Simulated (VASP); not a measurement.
# Be7Te (P-6m2) in VASP: further runs, part 2 of 2

VASP 6.6.1.

### Step 4. Single point, PBE

This run uses another cell than the first one, of 11.47 Å³/atom, 0.989 times its volume.

The input, INCAR:

```
PREC = Accurate
ENCUT = 520
EDIFF = 1E-7
ISMEAR = 0
SIGMA = 0.1
LREAL = False
LASPH = True
NELM = 60
ALGO = Normal
ISIF = 2
LWAVE = False
LCHARG = False
GGA = PE
NBANDS = 20
```

The input, KPOINTS:

```
Automatic mesh
0
Gamma
  6 6 6
```

The input, POSCAR:

```
Be7Te
1.0
    5.4275792764      0.0000000000      0.0000000000
   -2.7137896382      4.7004215344      0.0000000000
    0.0000000000      0.0000000000      3.5967871371
Be Te
7 1
Direct
    0.9607504806      0.4803752403      0.0000000000
    0.5196247597      0.0392495194      0.0000000000
    0.5196247597      0.4803752403      0.0000000000
    0.2081783560      0.7918216440      0.5000000000
    0.2081783560      0.4163567120      0.5000000000
    0.5836432880      0.7918216440      0.5000000000
    0.6666666667      0.3333333333      0.5000000000
    0.0000000000      0.0000000000      0.0000000000
```

Potentials or basis: VASP PAW PBE potentials, release 64 (Be, Te).

Run with:

```sh
cat potpaw_PBE.64/Be/POTCAR potpaw_PBE.64/Te/POTCAR > POTCAR
mpirun -np 1 vasp_std > vasp.out
```

OUTCAR:

```text
PREC = Accurate
   ENCUT = 520
   EDIFF = 1E-7
   ISMEAR = 0
   LREAL = False
   LASPH = True
   NELM = 60
   ISIF = 2
   GGA = PE

 ion  position               nearest neighbor table
   1  0.961  0.480  0.000-   7 2.27   7 2.27   4 2.37   4 2.37   5 2.37   5 2.37   8 2.72   8 2.72

   2  0.520  0.039  0.000-   7 2.27   7 2.27   6 2.37   6 2.37   4 2.37   4 2.37   8 2.72   8 2.72

   3  0.520  0.480  0.000-   7 2.27   7 2.27   6 2.37   6 2.37   5 2.37   5 2.37   8 2.72   8 2.72

   4  0.208  0.792  0.500-   5 2.04   6 2.04   1 2.37   1 2.37   2 2.37   2 2.37   8 2.66   8 2.66

   5  0.208  0.416  0.500-   4 2.04   6 2.04   1 2.37   1 2.37   3 2.37   3 2.37   8 2.66   8 2.66

   6  0.584  0.792  0.500-   5 2.04   4 2.04   3 2.37   3 2.37   2 2.37   2 2.37   8 2.66   8 2.66

   7  0.667  0.333  0.500-   2 2.27   2 2.27   1 2.27   1 2.27   3 2.27   3 2.27
   8  0.000  0.000  0.000-   5 2.66   5 2.66   4 2.66   4 2.66   6 2.66   6 2.66   3 2.72   1 2.72
                             3 2.72   1 2.72   2 2.72   2 2.72

  LATTYP: Found a hexagonal cell.
 ALAT       =     5.4275792764
 C/A-ratio  =     0.6626871675

  Lattice vectors:

 A1 = (   5.4275792764,   0.0000000000,   0.0000000000)
 A2 = (  -2.7137896382,   4.7004215344,   0.0000000000)
 A3 = (   0.0000000000,   0.0000000000,   3.5967871371)

Analysis of symmetry for initial positions (statically):
=====================================================================
 Subroutine PRICEL returns:
 Original cell was already a primitive cell.

 Routine SETGRP: Setting up the symmetry group for a
 hexagonal supercell.

 Subroutine GETGRP returns: Found 12 space group operations
 (whereof 12 operations were pure point group operations)
 out of a pool of 24 trial point group operations.

The static configuration has the point symmetry D_3h.

Analysis of symmetry for dynamics (positions and initial velocities):
=====================================================================
 Subroutine PRICEL returns:
 Original cell was already a primitive cell.

 Routine SETGRP: Setting up the symmetry group for a
 hexagonal supercell.

 Subroutine GETGRP returns: Found 12 space group operations
 (whereof 12 operations were pure point group operations)
 out of a pool of 24 trial point group operations.

The dynamic configuration has the point symmetry D_3h.

 Subroutine INISYM returns: Found 12 space group operations
 (whereof 12 operations are pure point group operations),
 and found     1 'primitive' translations

----------------------------------------------------------------------------------------

                                     Primitive cell

  volume of cell :      91.7609

  direct lattice vectors                    reciprocal lattice vectors
     5.427579276  0.000000000  0.000000000     0.184244200  0.106373438  0.000000000
    -2.713789638  4.700421534  0.000000000     0.000000000  0.212746877  0.000000000
     0.000000000  0.000000000  3.596787137     0.000000000  0.000000000  0.278025905

[... 50 lines left out ...]
 Following reciprocal coordinates:
            Coordinates               Weight
  0.000000  0.000000  0.000000      1.000000
  0.166667  0.000000  0.000000      6.000000
  0.333333  0.000000  0.000000      6.000000
  0.500000  0.000000  0.000000      3.000000
  0.166667  0.166667  0.000000      6.000000
  0.333333  0.166667  0.000000     12.000000
[... 16 lines left out ...]
  0.166667  0.000000  0.500000      6.000000
  0.333333  0.000000  0.500000      6.000000
 [... further k-points ...]
   k-points           NKPTS =     28   k-points in BZ     NKDIM =     28   number of bands    NBANDS=     20
   number of dos      NEDOS =    301   number of ions     NIONS =      8
   total plane-waves  NPLWV =  44800
   dimension x,y,z NGX =    40 NGY =   40 NGZ =   28
   dimension x,y,z NGXF=    80 NGYF=   80 NGZF=   56
   ions per type =               7   1
   NGX,Y,Z   is equivalent  to a cutoff of  12.25, 12.25, 12.94 a.u.
   NGXF,Y,Z  is equivalent  to a cutoff of  24.50, 24.50, 25.88 a.u.
 SYSTEM =  unknown system
   PREC   = accura    normal or accurate (medium, high low for compatibility)
   ISTART =      0    job   : 0-new  1-cont  2-samecut
   ICHARG =      2    charge: 1-file 2-atom 10-const
   ISPIN  =      1    spin polarized calculation?
   LNONCOLLINEAR =      F non collinear calculations
   LSORBIT =      F    spin-orbit coupling
   LASPH  =      T    aspherical Exc in radial PAW
   ENCUT  =  520.0 eV  38.22 Ry    6.18 a.u.  10.09 10.09  6.69*2*pi/ulx,y,z
   NELM   =     60;   NELMIN=  2; NELMDL= -5     # of ELM steps
   EDIFF  = 0.1E-06   stopping-criterion for ELM
   LREAL  =      F    real-space projection
   EDIFFG = 0.1E-05   stopping-criterion for IOM
   NSW    =      0    number of steps for IOM
   IBRION =     -1    ionic relax: 0-MD 1-quasi-New 2-CG
   NFREE  =      0    steps in history (QN), initial steepest desc. (CG)
   ISIF   =      2    stress and relaxation
   ISYM   =      2    0-nonsym 1-usesym 2-fastsym
   POTIM  = 0.5000    time-step for ionic-motion
   TEBEG  =    0.0;   TEEND  =   0.0 temperature during run
   PSTRESS=    0.0 pullay stress
   NELECT =      20.0000    total number of electrons
   NUPDOWN=      -1.0000    fix difference up-down
   EMIN   =  10.00;   EMAX   =-10.00  energy-range for DOS
   EFERMI =   0.00;   METHOD = LEGACY
   ISMEAR =     0;   SIGMA  =   0.10  broadening in eV -4-tet -1-fermi 0-gaus
   EFERMI_NEDOS =   21; number of points for ismear=-14 and -15
   IALGO  =     38    algorithm
   IMIX   =      4    mixing-type and parameters
     AMIX     =   0.40;   BMIX     =  1.00
     AMIX_MAG =   1.60;   BMIX_MAG =  1.00
  volume/ion in A,a.u.               =      11.47        77.40
  Fermi-wavevector in a.u.,A,eV,Ry     =   0.985218  1.861792 13.206551  0.970654
  Thomas-Fermi vector in A             =   2.116509
   LORBIT       =      0    0 simple, 1 ext, 2 COOP (PROOUT), +10 PAW based schemes
   GGA     = PE    functional components
   LHFCALC =     F    Hartree Fock is set to
   AEXX    =    0.0000 exact exchange contribution
   IVDW    =     0    specifies the selected vdW correction
   LEPSILON=     F    determine dielectric tensor
   LRPA    =     F    only Hartree local field effects (RPA)
 non-spin polarized calculation
 Gauss-broadening in eV      SIGMA  =   0.10
  energy-cutoff  :      520.00
  volume of cell :       91.76
 maximum number of plane-waves:      2504
   NGX = 21   NGY = 21   NGZ = 13

 number of electron      19.9999999 magnetization

 Free energy of the ion-electron system (eV)
  ---------------------------------------------------
  ext. energy  EPLUGINS =         0.00000000
  ---------------------------------------------------
  free energy    TOTEN  =       -24.89954762 eV

  energy without entropy =      -24.88869855  energy(sigma->0) =      -24.89412308

 E-fermi :   7.0210     XC(G=0): -10.1678

 val. band max:        6.9244266884   @ k =   0.3333   0.0000   0.1667
 cond. band min:       7.0276530919   @ k =   0.1667   0.1667   0.3333
 fundamental gap:      0.1032264036
 Fermi energy:         7.0209761026

 k-point     1 :       0.0000    0.0000    0.0000
  band No.  band energies     occupation
      1      -6.9767      2.00000
      2      -0.3921      2.00000
      3       0.3195      2.00000
      4       0.3195      2.00000
      5       1.9528      2.00000
      6       2.5269      2.00000
[... 541 lines left out ...]
     19      13.8827      0.00000
     20      14.2507      0.00000

 [... further k-points ...]

------------------------ aborting loop because EDIFF is reached ----------------------------------------

  FORCE on cell =-STRESS in cart. coord.  units (eV):
  Direction    XX          YY          ZZ          XY          YZ          ZX
  --------------------------------------------------------------------------------------
  -------------------------------------------------------------------------------------
  Total        0.1966884      0.1966884      0.2085338      0.0000000      0.0000000      0.0000000
  in kB        3.4342478      3.4342478      3.6410718      0.0000000      0.0000000      0.0000000
  external PRESSURE =       3.5031891 kB  Pullay stress =       0.0000000 kB

 VOLUME and BASIS-vectors are now :
 -----------------------------------------------------------------------------
  energy-cutoff  :      520.00
  volume of cell :       91.76
      direct lattice vectors                 reciprocal lattice vectors
     5.427579276  0.000000000  0.000000000     0.184244200  0.106373438  0.000000000
    -2.713789638  4.700421534  0.000000000     0.000000000  0.212746877  0.000000000
     0.000000000  0.000000000  3.596787137     0.000000000  0.000000000  0.278025905

 POSITION                                       TOTAL-FORCE (eV/Angst)
 -----------------------------------------------------------------------------------
      3.91091      2.25797      0.00000        -0.005524     -0.003189      0.000000
      2.71379      0.18449      0.00000         0.000000      0.006378      0.000000
      1.51667      2.25797      0.00000         0.005524     -0.003189      0.000000
     -1.01893      3.72190      1.79839        -0.035040      0.020230     -0.000000
     -0.00000      1.95705      1.79839         0.000000     -0.040460     -0.000000
      1.01893      3.72190      1.79839         0.035040      0.020230     -0.000000
      2.71379      1.56681      1.79839         0.000000      0.000000     -0.000000
      0.00000      0.00000      0.00000         0.000000      0.000000     -0.000000
 -----------------------------------------------------------------------------------
    total drift:                               -0.000000      0.000000     -0.000000

  FREE ENERGIE OF THE ION-ELECTRON SYSTEM (eV)
  ---------------------------------------------------
  free  energy   TOTEN  =       -24.8995476158 eV

  energy  without entropy=      -24.8886985532  energy(sigma->0) =      -24.89412308
```

Wall time 29 s (1 thread of Intel Xeon 6975P-C (Granite Rapids), shared host); peak memory 0.21 GiB.

What came out:

```yaml
Free_energy: -24.8995 eV
Pressure: 0.4 GPa
Largest_force: 0.040 eV/Å
Band_gap_on_the_k_mesh: zero (band 10 reaches 8.26 eV, above the bottom of band 11 at 6.01 eV)
```

Forces in eV/Å, atoms in the order of the input:
```
Be  -0.006 -0.003  0.000
Be   0.000  0.006  0.000
Be   0.006 -0.003  0.000
Be  -0.035  0.020  0.000
Be   0.000 -0.040  0.000
Be   0.035  0.020  0.000
Be   0.000  0.000  0.000
Te   0.000  0.000  0.000
```

Levels at points of the mesh, in eV from the Fermi level:
| k point | band 8 | band 9 | band 10 | band 11 | band 12 | band 13 |
| --- | --- | --- | --- | --- | --- | --- |
| (0.00, 0.00, 0.00) | -3.54 | 0.91 | 1.04 | 2.77 | 2.77 | 3.29 |
| (0.50, 0.00, 0.00) | -1.58 | -1.25 | -0.41 | 0.18 | 0.97 | 1.60 |
| (0.00, 0.00, 0.50) | -3.38 | -3.38 | -1.23 | -1.01 | -1.01 | -0.77 |
| (0.50, 0.00, 0.50) | -3.84 | -0.61 | 0.36 | 0.62 | 0.88 | 1.29 |

Caveat: spin-orbit coupling is left out, which moves the levels of the heavy elements.

### Step 5. Single point, PBE

This run uses another cell than the first one, of 11.46 Å³/atom, 0.989 times its volume.

The input, INCAR:

```
SYSTEM = Be7Te
  ALGO = Fast
  EDIFF = 1E-6
  ENCUT = 520
  GGA = PE
  ISIF = 2
  ISMEAR = 0
  LASPH = .TRUE.
  LCHARG = .TRUE.
  LELF = .TRUE.
  LREAL = .FALSE.
  LVHAR = .TRUE.
  LWAVE = .FALSE.
  NBANDS = 20
  NELM = 60
  PREC = Accurate
  SIGMA = 0.1
```

The input, KPOINTS:

```
k-points
0
G
  12 12 10
  0 0 0
```

The input, POSCAR:

```
Be7Te
1.0
    5.4202832055      0.0000000000      0.0000000000
   -2.7101416028      4.6941029517      0.0000000000
    0.0000000000      0.0000000000      3.6038581005
Be Te
7 1
Direct
    0.9606875665      0.4803437832      0.0000000000
    0.5196562168      0.0393124335      0.0000000000
    0.5196562168      0.4803437832      0.0000000000
    0.2074387266      0.7925612734      0.5000000000
    0.2074387266      0.4148774531      0.5000000000
    0.5851225469      0.7925612734      0.5000000000
    0.6666666667      0.3333333333      0.5000000000
    0.0000000000      0.0000000000      0.0000000000
```

Run with:

```sh
cat potpaw_PBE.64/Be/POTCAR potpaw_PBE.64/Te/POTCAR > POTCAR
mpirun -np 1 vasp_std > vasp.out
```

Wall time 79 s (1 thread of Intel Xeon 6975P-C (Granite Rapids), shared host); peak memory 0.32 GiB.

The run converged. Its results:

```yaml
Free_energy: -24.8893 eV
Pressure: 0.1 GPa
Largest_force: 0.018 eV/Å
Band_gap_on_the_k_mesh: zero (band 10 reaches 8.72 eV, above the bottom of band 11 at 6.02 eV)
```

Forces in eV/Å, atoms in the order of the input:
```
Be   0.002  0.001  0.000
Be   0.000 -0.002  0.000
Be  -0.002  0.001  0.000
Be  -0.015  0.009  0.000
Be   0.000 -0.018  0.000
Be   0.015  0.009  0.000
Be   0.000  0.000  0.000
Te   0.000  0.000  0.000
```

Stress tensor (GPa, compression positive):
```
0.18 0.00 0.00
0.00 0.18 0.00
0.00 0.00 0.06
```

Levels at points of the mesh, in eV from the Fermi level:
| k point | band 8 | band 9 | band 10 | band 11 | band 12 | band 13 |
| --- | --- | --- | --- | --- | --- | --- |
| (0.00, 0.00, 0.00) | -3.60 | 0.87 | 0.96 | 2.73 | 2.73 | 3.28 |
| (0.50, 0.00, 0.00) | -1.58 | -1.30 | -0.42 | 0.17 | 0.93 | 1.53 |
| (0.00, 0.00, 0.50) | -3.40 | -3.40 | -1.24 | -1.03 | -1.03 | -0.79 |
| (0.50, 0.00, 0.50) | -3.86 | -0.62 | 0.37 | 0.61 | 0.85 | 1.28 |

Caveat: spin-orbit coupling is left out, which moves the levels of the heavy elements.

### Step 6. Relaxation of cell and atoms, PBE

This run uses another cell than the first one, of 14.21 Å³/atom, 1.226 times its volume.

The input, INCAR:

```
SYSTEM = Be7Te
PREC = Accurate
ENCUT = 600
EDIFF = 1E-6
ISMEAR = 0
SIGMA = 0.1
LREAL = .False.
LASPH = .True.
NELM = 60
ALGO = Normal
ISIF = 3
LWAVE = .False.
LCHARG = .False.
GGA = PE
IBRION = 2
NSW = 90
EDIFFG = -0.04
```

The input, KPOINTS:

```
Automatic mesh
0
Gamma
  6 6 4
  0 0 0
```

The input, POSCAR:

```
Be7Te
1.0
    5.5152569400      0.0000000000      0.0000000000
   -2.7576284700      4.7763526200      0.0000000000
    0.0000000000      0.0000000000      4.3163989200
Be Te
7 1
Direct
    0.0084132500      0.5042066200      0.0000000000
    0.4957933800      0.9915867500      0.0000000000
    0.4957933800      0.5042066200      0.0000000000
    0.1697076500      0.8302923500      0.5000000000
    0.1697076500      0.3394153000      0.5000000000
    0.6605847000      0.8302923500      0.5000000000
    0.6666666700      0.3333333300      0.5000000000
    0.0000000000      0.0000000000      0.0000000000
```

Potentials or basis: VASP PAW PBE potentials, release 64 (Be, Te).

Run with:

```sh
cat potpaw_PBE.64/Be/POTCAR potpaw_PBE.64/Te/POTCAR > POTCAR
mpirun -np 1 vasp_std > vasp.out
```

Run time: 4.7 min. Hardware: 1 thread of Intel Xeon 6975P-C (Granite Rapids), shared host; peak memory 0.3 GiB.

The run converged. Its results:

| Property | Result |
| --- | --- |
| Free energy | -24.7382 eV |
| Relaxed volume | 11.34 Å³/atom |
| Relaxed cell | a = 5.246 Å, b = 5.246 Å, c = 3.807 Å, α = 90.00°, β = 90.00°, γ = 120.00° |
| Space group after relaxing (to 0.05 Å) | P-6m2 (No. 187) |
| Energy gained by relaxing | 254.3 meV/atom |
| Ionic steps | 18 |
| Pressure after relaxing | 0.1 GPa |
| Largest force after relaxing | 0.021 eV/Å |
| Band gap on the k mesh | zero (band 10 reaches 8.44 eV, above the bottom of band 11 at 6.21 eV) |

Forces on the atoms (eV/Å):
```
Be  -0.010 -0.006  0.000
Be   0.000  0.012  0.000
Be   0.010 -0.006  0.000
Be   0.018 -0.010  0.000
Be   0.000  0.021  0.000
Be  -0.018 -0.010  0.000
Be   0.000  0.000  0.000
Te   0.000  0.000  0.000
```

Stress tensor (GPa, compression positive):
```
 0.14  0.00  0.00
 0.00  0.14  0.00
 0.00  0.00 -0.08
```

Step by step:
```csv
step,energy change (eV),largest force (eV/Å),pressure (GPa),volume (Å³)
1,0.0000,1.1167,-13.93,113.71
2,-1.4151,1.2933,-5.17,94.55
3,-1.5942,1.3345,1.92,86.96
4,-1.8388,0.7231,2.12,86.47
5,-1.9075,0.2897,2.92,86.05
6,-1.9081,0.2848,2.81,86.09
7,-1.9539,0.2512,-0.37,89.02
8,-1.9552,0.2479,-0.95,89.63
9,-1.9727,0.2242,-0.49,89.32
10,-2.0035,0.1288,1.13,88.40
11,-2.0069,0.0672,1.96,87.97
12,-2.0163,0.0359,1.53,88.57
13,-2.0264,0.0831,0.55,90.25
14,-2.0266,0.0648,0.67,90.03
15,-2.0299,0.0421,0.22,90.46
16,-2.0310,0.0647,-0.20,90.88
17,-2.0321,0.0532,-0.12,90.84
18,-2.0341,0.0209,0.07,90.73
```

Final structure:
```
Be Te
1.0
     5.24566    0.00000    0.00000
    -2.62283    4.54287    0.00000
     0.00000    0.00000    3.80749
Be Te
7 1
Direct
  0.96509 0.48254 0.00000
  0.51746 0.03491 0.00000
  0.51746 0.48254 0.00000
  0.20240 0.79760 0.50000
  0.20240 0.40481 0.50000
  0.59519 0.79760 0.50000
  0.66667 0.33333 0.50000
  0.00000 0.00000 0.00000
```

Levels at points of the mesh, in eV from the Fermi level:
| k point | band 8 | band 9 | band 10 | band 11 | band 12 | band 13 |
| --- | --- | --- | --- | --- | --- | --- |
| (0.00, 0.00, 0.00) | -4.22 | -0.31 | 0.51 | 2.23 | 2.23 | 2.78 |
| (0.50, 0.00, 0.00) | -1.57 | -1.26 | -0.05 | 0.26 | 0.48 | 0.56 |
| (0.00, 0.00, 0.50) | -3.33 | -3.33 | -1.02 | -1.02 | -1.00 | -0.70 |
| (0.50, 0.00, 0.50) | -3.85 | -0.33 | 0.75 | 0.90 | 0.92 | 1.62 |

Caveat: the k points lie up to 0.41 Å⁻¹ apart in the final cell; the volume moved by over 15 % at a fixed basis, so the end points are rough; spin-orbit coupling is left out, which moves the levels of the heavy elements.

### Step 7. The runs side by side

| task | cell | k mesh | cutoff (eV) | gap on the mesh (eV) | pressure (GPa) | largest force (eV/Å) |
| --- | --- | --- | --- | --- | --- | --- |
| single point | a = 5.486, b = 5.486, c = 3.559 Å, angles 90.0, 90.0, 120.0°, 8 atoms | 6 × 6 × 4 | 520 | none | 0.1 | 0.02 |
| single point | a = 5.515, b = 5.515, c = 4.316 Å, angles 90.0, 90.0, 120.0°, 8 atoms | 6 × 6 × 4 | 520 | none | -13.9 | 1.12 |
| single point | a = 5.428, b = 5.428, c = 3.597 Å, angles 90.0, 90.0, 120.0°, 8 atoms | 6 × 6 × 6 | 520 | none | 0.4 | 0.04 |
| single point | a = 5.420, b = 5.420, c = 3.604 Å, angles 90.0, 90.0, 120.0°, 8 atoms | 12 × 12 × 10 | 520 | none | 0.1 | 0.02 |
| relaxation of cell and atoms | relaxed from a = 5.515, b = 5.515, c = 4.316 Å, angles 90.0, 90.0, 120.0°, 8 atoms | 6 × 6 × 4 | 600 | none | 0.1 | 0.02 |

Alike in all rows: level PBE; potentials or basis VASP PAW PBE potentials, release 64 (Be, Te); no spin polarisation; smearing gaussian 0.1 eV.

Caveats: some runs use coarse meshes; spin-orbit coupling is left out, which moves the levels of the heavy elements; forces of over 1 eV/Å act on the atoms, so gaps and moduli don't describe the material at rest (some runs); the volume moved by over 15 % at a fixed basis, so the end points are rough (some runs).

Absolute energies hang on the potentials; compare differences alone.
